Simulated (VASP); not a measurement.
# Te2Mo (P2_1/m) in VASP: single point with PBEsol

Aim: the single point of Te2Mo with PBEsol.

All numbers are computed with VASP 6.6.1; they aren't measurements. Logs are shortened: lines on timing, memory, paths and dates and some standing lists are left out, and cuts for length are marked.

## Step 1: The cell of the first run

It takes space group P2_1/m (No. 11, monoclinic). The conventional cell has a = 6.310 Å, b = 3.431 Å, c = 14.182 Å, α = 90.00°, β = 92.75°, γ = 90.00°. Te (site symmetry m) has 3 Mo at 2.69 to 2.70 Å and 6 Te at 3.43 to 3.69 Å within 3.7 Å. Within 3.7 Å of Te (site symmetry m) lie 3 Mo at 2.79 to 2.80 Å and 8 Te at 3.43 to 3.67 Å. Te (site symmetry m) has 3 Mo at 2.69 to 2.70 Å and 6 Te at 3.43 to 3.67 Å within 3.7 Å. Within 3.7 Å of Te (site symmetry m) lie 3 Mo at 2.79 to 2.80 Å and 8 Te at 3.43 to 3.69 Å. Mo (site symmetry m) has 6 Te at 2.69 to 2.80 Å and 4 Mo at 2.86 to 3.43 Å within 3.5 Å. Mo (site symmetry m) has 6 Te at 2.69 to 2.80 Å and 4 Mo at 2.86 to 3.43 Å within 3.5 Å.

## Step 2: Single point, PBEsol (25.56 Å³/atom)

Contents of INCAR:

```
PREC = Accurate
ENCUT = 520
EDIFF = 1E-7
ISMEAR = 0
SIGMA = 0.1
LREAL = F
LASPH = T
NELM = 80
ALGO = Normal
ISIF = 2
LWAVE = F
LCHARG = F
GGA = PS
NBANDS = 64
KPAR = 4
```

Contents of KPOINTS:

```
regular mesh
0
Gamma
  6 10 4
```

Contents of POSCAR:

```
Te2Mo
1.0
    6.3101734047      0.0000000000      0.0605420621
    0.0000000000      3.4306369429      0.0000000000
   -0.8150553687      0.0000000000     14.1581570223
Te Mo
8 4
Direct
    0.5620008581      0.7500000000      0.3547844469
    0.4379991419      0.2500000000      0.6452155531
    0.5815820213      0.2500000000      0.1019443846
    0.4184179787      0.7500000000      0.8980556154
    0.0913271131      0.7500000000      0.1454145178
    0.9086728869      0.2500000000      0.8545854822
    0.0587823856      0.2500000000      0.3979028737
    0.9412176144      0.7500000000      0.6020971263
    0.3199579320      0.7500000000      0.5067084794
    0.6800420680      0.2500000000      0.4932915206
    0.1813170870      0.2500000000      0.0071206071
    0.8186829130      0.7500000000      0.9928793929
```

Potentials or basis: VASP PAW PBE potentials, release 64 (Te, Mo_sv).

Command:

```bash
$ cat potpaw_PBE.64/Te/POTCAR potpaw_PBE.64/Mo_sv/POTCAR > POTCAR
$ mpirun -np 4 vasp_std > vasp.out
```

OUTCAR:

```text
PREC = Accurate
   ENCUT = 520
   EDIFF = 1E-7
   ISMEAR = 0
   LREAL = F
   LASPH = T
   NELM = 80
   ISIF = 2
   GGA = PS

 ion  position               nearest neighbor table
   1  0.562  0.750  0.355-  10 2.69  10 2.69   9 2.70   7 3.60   7 3.60
   2  0.438  0.250  0.645-   9 2.69   9 2.69  10 2.70   8 3.60   8 3.60
   3  0.582  0.250  0.102-  12 2.79  12 2.79  11 2.80   4 3.48   4 3.48   5 3.62   5 3.62   5 3.67
                             5 3.67
   4  0.418  0.750  0.898-  11 2.79  11 2.79  12 2.80   3 3.48   3 3.48   6 3.62   6 3.62   6 3.67
                             6 3.67
   5  0.091  0.750  0.145-  11 2.69  11 2.69  12 2.70   3 3.62   3 3.62   3 3.67   3 3.67
   6  0.909  0.250  0.855-  12 2.69  12 2.69  11 2.70   4 3.62   4 3.62   4 3.67   4 3.67
   7  0.059  0.250  0.398-   9 2.79   9 2.79  10 2.80   8 3.48   8 3.48   1 3.60   1 3.60
   8  0.941  0.750  0.602-  10 2.79  10 2.79   9 2.80   7 3.48   7 3.48   2 3.60   2 3.60
   9  0.320  0.750  0.507-   2 2.69   2 2.69   1 2.70   7 2.79   7 2.79   8 2.80  10 2.86  10 2.86

  10  0.680  0.250  0.493-   1 2.69   1 2.69   2 2.70   8 2.79   8 2.79   7 2.80   9 2.86   9 2.86

  11  0.181  0.250  0.007-   5 2.69   5 2.69   6 2.70   4 2.79   4 2.79   3 2.80  12 2.86  12 2.86

  12  0.819  0.750  0.993-   6 2.69   6 2.69   5 2.70   3 2.79   3 2.79   4 2.80  11 2.86  11 2.86

  LATTYP: Found a simple monoclinic cell.
 ALAT       =     6.3104638291
 B/A-ratio  =     0.5436425968
 C/A-ratio  =     2.2473147005
 COS(beta)  =    -0.0478920413

  Lattice vectors:

 A1 = (   6.3101734047,   0.0000000000,   0.0605420621)
 A2 = (   0.0000000000,   3.4306369429,   0.0000000000)
 A3 = (  -0.8150553687,   0.0000000000,  14.1581570223)

Analysis of symmetry for initial positions (statically):
=====================================================================
 Subroutine PRICEL returns:
 Original cell was already a primitive cell.

 Routine SETGRP: Setting up the symmetry group for a
 simple monoclinic supercell.

 Subroutine GETGRP returns: Found  4 space group operations
 (whereof  2 operations were pure point group operations)
 out of a pool of  4 trial point group operations.

The static configuration has the point symmetry S_2 .
 The point group associated with its full space group is C_2h.

Analysis of symmetry for dynamics (positions and initial velocities):
=====================================================================
 Subroutine PRICEL returns:
 Original cell was already a primitive cell.

 Routine SETGRP: Setting up the symmetry group for a
 simple monoclinic supercell.

 Subroutine GETGRP returns: Found  4 space group operations
 (whereof  2 operations were pure point group operations)
 out of a pool of  4 trial point group operations.

The dynamic configuration has the point symmetry S_2 .
 The point group associated with its full space group is C_2h.

 Subroutine INISYM returns: Found  4 space group operations
 (whereof  2 operations are pure point group operations),
 and found     1 'primitive' translations

----------------------------------------------------------------------------------------

                                     Primitive cell

  volume of cell :     306.6639

  direct lattice vectors                    reciprocal lattice vectors
     6.310173405  0.000000000  0.060542062     0.158386769  0.000000000  0.009117994
     0.000000000  3.430636943  0.000000000     0.000000000  0.291491060  0.000000000
    -0.815055369  0.000000000 14.158157022    -0.000677282  0.000000000  0.070591672

  length of vectors
     6.310463829  3.430636943 14.181598130     0.158649004  0.291491060  0.070594921

  position of ions in fractional coordinates (direct lattice)
     0.562000858  0.750000000  0.354784447
     0.437999142  0.250000000  0.645215553
     0.581582021  0.250000000  0.101944385
     0.418417979  0.750000000  0.898055615
     0.091327113  0.750000000  0.145414518
     0.908672887  0.250000000  0.854585482
     0.058782386  0.250000000  0.397902874
     0.941217614  0.750000000  0.602097126
     0.319957932  0.750000000  0.506708479
     0.680042068  0.250000000  0.493291521
     0.181317087  0.250000000  0.007120607
     0.818682913  0.750000000  0.992879393

  ion indices of the primitive-cell ions
   primitive index   ion index
                 1           1
                 2           2
                 3           3
                 4           4
                 5           5
                 6           6
                 7           7
                 8           8
                 9           9
                10          10
                11          11
                12          12

----------------------------------------------------------------------------------------

 KPOINTS: regular mesh

Automatic generation of k-mesh.
 Grid dimensions read from file:
 generate k-points for:    6   10    4

 Generating k-lattice:

  Cartesian coordinates                     Fractional coordinates (reciprocal lattice)
     0.026397795  0.000000000  0.001519666     0.166666667  0.000000000  0.000000000
     0.000000000  0.029149106  0.000000000     0.000000000  0.100000000  0.000000000
    -0.000169320  0.000000000  0.017647918     0.000000000  0.000000000  0.250000000

  Length of vectors
     0.026441501  0.029149106  0.017648730

  Shift w.r.t. Gamma in fractional coordinates (k-lattice)
     0.000000000  0.000000000  0.000000000

 Subroutine IBZKPT returns following result:
 ===========================================

 Found     84 irreducible k-points:

 Following reciprocal coordinates:
            Coordinates               Weight
  0.000000  0.000000  0.000000      1.000000
  0.166667  0.000000 -0.000000      2.000000
  0.333333  0.000000 -0.000000      2.000000
  0.500000  0.000000  0.000000      1.000000
  0.000000  0.100000  0.000000      2.000000
  0.166667  0.100000 -0.000000      4.000000
[... 16 lines left out ...]
  0.333333  0.500000 -0.000000      2.000000
  0.500000  0.500000  0.000000      1.000000
 [... further k-points ...]
   k-points           NKPTS =     84   k-points in BZ     NKDIM =     84   number of bands    NBANDS=     64
   number of dos      NEDOS =    301   number of ions     NIONS =     12
   total plane-waves  NPLWV = 145152
   dimension x,y,z NGX =    48 NGY =   28 NGZ =  108
   dimension x,y,z NGXF=    96 NGYF=   56 NGZF=  216
   ions per type =               8   4
   NGX,Y,Z   is equivalent  to a cutoff of  12.65, 13.57, 12.66 a.u.
   NGXF,Y,Z  is equivalent  to a cutoff of  25.29, 27.14, 25.32 a.u.
 SYSTEM =  unknown system
   PREC   = accura    normal or accurate (medium, high low for compatibility)
   ISTART =      0    job   : 0-new  1-cont  2-samecut
   ICHARG =      2    charge: 1-file 2-atom 10-const
   ISPIN  =      1    spin polarized calculation?
   LNONCOLLINEAR =      F non collinear calculations
   LSORBIT =      F    spin-orbit coupling
   LASPH  =      T    aspherical Exc in radial PAW
   ENCUT  =  520.0 eV  38.22 Ry    6.18 a.u.  11.73  6.38 26.37*2*pi/ulx,y,z
   NELM   =     80;   NELMIN=  2; NELMDL= -5     # of ELM steps
   EDIFF  = 0.1E-06   stopping-criterion for ELM
   LREAL  =      F    real-space projection
   EDIFFG = 0.1E-05   stopping-criterion for IOM
   NSW    =      0    number of steps for IOM
   IBRION =     -1    ionic relax: 0-MD 1-quasi-New 2-CG
   NFREE  =      0    steps in history (QN), initial steepest desc. (CG)
   ISIF   =      2    stress and relaxation
   ISYM   =      2    0-nonsym 1-usesym 2-fastsym
   POTIM  = 0.5000    time-step for ionic-motion
   TEBEG  =    0.0;   TEEND  =   0.0 temperature during run
   PSTRESS=    0.0 pullay stress
   NELECT =     104.0000    total number of electrons
   NUPDOWN=      -1.0000    fix difference up-down
   EMIN   =  10.00;   EMAX   =-10.00  energy-range for DOS
   EFERMI =   0.00;   METHOD = LEGACY
   ISMEAR =     0;   SIGMA  =   0.10  broadening in eV -4-tet -1-fermi 0-gaus
   EFERMI_NEDOS =   21; number of points for ismear=-14 and -15
   IALGO  =     38    algorithm
   IMIX   =      4    mixing-type and parameters
     AMIX     =   0.40;   BMIX     =  1.00
     AMIX_MAG =   1.60;   BMIX_MAG =  1.00
  volume/ion in A,a.u.               =      25.56       172.46
  Fermi-wavevector in a.u.,A,eV,Ry     =   1.141647  2.157400 17.733253  1.303357
  Thomas-Fermi vector in A             =   2.278346
   LORBIT       =      0    0 simple, 1 ext, 2 COOP (PROOUT), +10 PAW based schemes
   GGA     = PS    functional components
   LHFCALC =     F    Hartree Fock is set to
   AEXX    =    0.0000 exact exchange contribution
   IVDW    =     0    specifies the selected vdW correction
   LEPSILON=     F    determine dielectric tensor
   LRPA    =     F    only Hartree local field effects (RPA)
 non-spin polarized calculation
 Gauss-broadening in eV      SIGMA  =   0.10
  energy-cutoff  :      520.00
  volume of cell :      306.66
 maximum number of plane-waves:      8304
   NGX = 23   NGY = 13   NGZ = 53

 number of electron     103.9999991 magnetization

 Free energy of the ion-electron system (eV)
  ---------------------------------------------------
  ext. energy  EPLUGINS =         0.00000000
  ---------------------------------------------------
  free energy    TOTEN  =       -78.55649498 eV

  energy without entropy =      -78.53559250  energy(sigma->0) =      -78.54604374

 E-fermi :   7.9735     XC(G=0): -10.4187

 val. band max:        7.9695717229   @ k =   0.5000   0.0000   0.5000
 cond. band min:       7.9785330616   @ k =   0.0000   0.2000   0.2500
 fundamental gap:      0.0089613386
 Fermi energy:         7.9734951407

 k-point     1 :       0.0000    0.0000    0.0000
  band No.  band energies     occupation
      1     -53.0096      2.00000
      2     -53.0022      2.00000
      3     -52.9423      2.00000
      4     -52.9345      2.00000
      5     -27.3142      2.00000
      6     -27.3082      2.00000
[... 56 lines left out ...]
     63      10.9708      0.00000
     64      11.1356      0.00000

 k-point     2 :       0.1667    0.0000   -0.0000
  band No.  band energies     occupation
      1     -53.0095      2.00000
      2     -53.0021      2.00000
      3     -52.9424      2.00000
      4     -52.9346      2.00000
      5     -27.3120      2.00000
      6     -27.3060      2.00000
[... 1530 lines left out ...]
     63      10.2066      0.00000
     64      10.2066      0.00000

 [... further k-points ...]
[... 5 lines left out ...]
  --------------------------------------------------------------------------------------
  -------------------------------------------------------------------------------------
  Total       -0.4899240     -0.5305468     -0.4591107      0.0000000      0.0000000      0.0050411
  in kB       -2.5596274     -2.7718627     -2.3986417      0.0000000      0.0000000      0.0263372
  external PRESSURE =      -2.5767106 kB  Pullay stress =       0.0000000 kB

 VOLUME and BASIS-vectors are now :
 -----------------------------------------------------------------------------
  energy-cutoff  :      520.00
  volume of cell :      306.66
      direct lattice vectors                 reciprocal lattice vectors
     6.310173405  0.000000000  0.060542062     0.158386769  0.000000000  0.009117994
     0.000000000  3.430636943  0.000000000     0.000000000  0.291491060  0.000000000
    -0.815055369  0.000000000 14.158157022    -0.000677282  0.000000000  0.070591672

 POSITION                                       TOTAL-FORCE (eV/Angst)
 -----------------------------------------------------------------------------------
      3.25715      2.57298      5.05712        -0.002543      0.000000     -0.027239
      2.23796      0.85766      9.16158         0.002543     -0.000000      0.027239
      3.58679      0.85766      1.47855        -0.000229     -0.000000      0.017724
      1.90832      2.57298     12.74014         0.000229      0.000000     -0.017724
      0.45777      2.57298      2.06433        -0.002205     -0.000000      0.028617
      5.03735      0.85766     12.15437         0.002205     -0.000000     -0.028617
      0.04661      0.85766      5.63713         0.001493      0.000000     -0.016102
      5.44850      2.57298      8.58157        -0.001493     -0.000000      0.016102
      1.60599      2.57298      7.19343        -0.007052     -0.000000     -0.007999
      3.88912      0.85766      7.02527         0.007052     -0.000000      0.007999
      1.13834      0.85766      0.11179         0.007095     -0.000000     -0.003464
      4.35678      2.57298     14.10691        -0.007095     -0.000000      0.003464
 -----------------------------------------------------------------------------------
    total drift:                                0.000000      0.000000     -0.000000

  FREE ENERGIE OF THE ION-ELECTRON SYSTEM (eV)
  ---------------------------------------------------
  free  energy   TOTEN  =       -78.5564949756 eV

  energy  without entropy=      -78.5355925007  energy(sigma->0) =      -78.54604374
```

Run time: 13 min. Hardware: 4 MPI ranks of Intel Xeon Platinum 8259CL at 2.50GHz (Skylake/Cascade Lake), shared host; peak memory 1.2 GiB.

Results:

```
Free energy            : -78.5565 eV
Pressure               : -0.3 GPa
Largest force          : 0.029 eV/Å
Band gap on the k mesh : zero (bands 52 and 53 overlap by 0.31 eV)
```

Forces on the atoms (eV/Å):
```
Te  -0.003  0.000 -0.027
Te   0.003  0.000  0.027
Te   0.000  0.000  0.018
Te   0.000  0.000 -0.018
Te  -0.002  0.000  0.029
Te   0.002  0.000 -0.029
Te   0.001  0.000 -0.016
Te  -0.001  0.000  0.016
Mo  -0.007  0.000 -0.008
Mo   0.007  0.000  0.008
Mo   0.007  0.000 -0.003
Mo  -0.007  0.000  0.003
```

Levels at points of the mesh, in eV from the Fermi level:
```
           k point  band 50  band 51  band 52  band 53  band 54  band 55
(0.00, 0.00, 0.00)    -0.08     0.03     0.22     0.47     0.71     1.06
(0.50, 0.00, 0.00)    -0.74    -0.72    -0.66    -0.06    -0.03     1.07
(0.00, 0.50, 0.00)    -1.59    -1.51    -1.51     1.03     1.03     1.15
(0.50, 0.50, 0.00)    -1.05    -1.00    -1.00     1.04     1.04     1.09
(0.00, 0.00, 0.50)    -0.17     0.12     0.12     0.51     0.57     1.08
(0.50, 0.00, 0.50)    -0.74    -0.68    -0.55    -0.03     0.00     1.05
(0.00, 0.50, 0.50)    -1.61    -1.56    -1.56     1.03     1.03     1.15
(0.50, 0.50, 0.50)    -1.04    -0.99    -0.99     1.04     1.04     1.07
```

Caveat: the PAW data sets were made with another functional, which shifts forces and pressure a little; spin-orbit coupling is left out, which moves the levels of the heavy elements; this functional lacks dispersion, which binds layers or chains, so the pressure and a relaxed spacing across them are unreliable.
